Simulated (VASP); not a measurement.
Write the native input for VASP 6.6.1 that does the following.

| Property | Result |
| --- | --- |
| Task | single point |
| Functional | PBE |
| Potentials or basis | VASP PAW PBE potentials, release 64 (Zn, Sn_d, O) |
| Cutoff | 520 eV |
| k mesh | 4 × 4 × 4 |
| Occupations | gaussian, width 0.1 eV |
| Spin | no spin polarisation |
| Dipole correction | no |
| Further INCAR settings | ALGO = Normal; EDIFF = 1e-06; NBANDS = 43 |

The structure of Zn3SnO3 lies in POSCAR:

```
Zn3SnO3
1.0
    4.6689106115      0.0512492026     -0.0392283719
    0.3862821939      4.6604497651     -0.0095731477
    2.0088547579      1.8314757698      4.5664742334
Zn Sn O
3 1 3
Direct
    0.7046815948      0.4169813683      0.1243325687
    0.4879924634      0.6270421190      0.5478782407
    0.2781945518      0.8437156036      0.1245157384
    0.0065118843      0.1439181423      0.6067083829
    0.1161745399      0.7105768635      0.8717535916
    0.8480879373      0.9875684659      0.3542144687
    0.5727590385      0.2557964473      0.8705980191
```

The cell was generated, and may not be a known phase.

These files were run (other wordings do the same):

INCAR

```
SYSTEM = Zn3SnO3
ALGO = Normal ; EDIFF = 1E-6
ENCUT = 520 ; GGA = PE
ISIF = 2 ; ISMEAR = 0
LASPH = .True. ; LCHARG = .False.
LREAL = .False. ; LWAVE = .False.
NBANDS = 43 ; NELM = 100
PREC = Accurate ; SIGMA = 0.1
```

KPOINTS

```
k-points
0
Gamma
  4 4 4
  0 0 0
```

Potentials or basis: VASP PAW PBE potentials, release 64 (Zn, Sn_d, O).

Launch:

```bash
$ cat potpaw_PBE.64/Zn/POTCAR potpaw_PBE.64/Sn_d/POTCAR potpaw_PBE.64/O/POTCAR > POTCAR
$ mpirun -np 1 vasp_std > vasp.out
```

It gave:

| Quantity | Value |
| --- | --- |
| Pressure | 0.4 GPa |
| Largest force | 0.096 eV/Å |
| Band gap on the k mesh | 0.25 eV |

Caveat: spin-orbit coupling is left out, which moves the levels of the heavy elements.

Wall time 76 s on 1 thread of AMD EPYC 9R45 96-Core Processor (Zen 5), on a shared host, peak memory 0.27 GiB.
